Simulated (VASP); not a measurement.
## Co: single point with PBE

The system is Co.

```
CELL_PARAMETERS angstrom
1.81403 1.81403 3.62805
3.62805 1.81403 1.81403
1.81403 3.62805 1.81403
ATOMIC_POSITIONS crystal
Co 0.00000 0.00000 0.00000
Co 0.50000 0.50000 0.50000
```

This isn't the form of Co at room conditions, which is hcp.

```json
{"Program": "VASP 6.6.1", "Task": "single point", "Functional": "PBE", "Potentials or basis": "VASP PAW PBE potentials, release 64 (Co)", "Cutoff": "520 eV", "k mesh": "8 × 8 × 8", "Occupations": "fermi-dirac, width 0.1 eV", "Spin": "no spin polarisation", "Dipole correction": "no", "Further INCAR settings": "ALGO = Normal; EDIFF = 1e-06; NBANDS = 16"}
```

| Quantity | Value |
| --- | --- |
| Pressure | -25.4 GPa |
| Band gap on the k mesh | zero (bands 9 and 10 overlap by 0.97 eV) |

Levels at points of the mesh, in eV from the Fermi level:
| k point | band 6 | band 7 | band 8 | band 9 | band 10 | band 11 | band 12 | band 13 |
| --- | --- | --- | --- | --- | --- | --- | --- | --- |
| (0.00, 0.00, 0.00) | -1.55 | -1.54 | -0.46 | -0.46 | 0.05 | 0.27 | 0.27 | 6.06 |
| (0.50, 0.00, 0.00) | -1.58 | -0.73 | -0.73 | 0.32 | 0.32 | 2.75 | 2.75 | 8.52 |
| (0.50, 0.50, 0.00) | 0.05 | 0.25 | 0.27 | 0.27 | 0.45 | 0.45 | 2.64 | 6.06 |
| (0.50, 0.50, 0.50) | -1.35 | -1.35 | -1.35 | -0.37 | -0.37 | -0.37 | -0.37 | 14.09 |

It took 63 s on 1 thread of Intel Xeon 8259CL, on a shared host, peak memory 0.21 GiB.

Caveat: the cell stands under tension; the run has no spin polarisation, though such a crystal can be magnetic. Spin polarisation is off, so any magnetic state and its effect on volume and gap are missing.
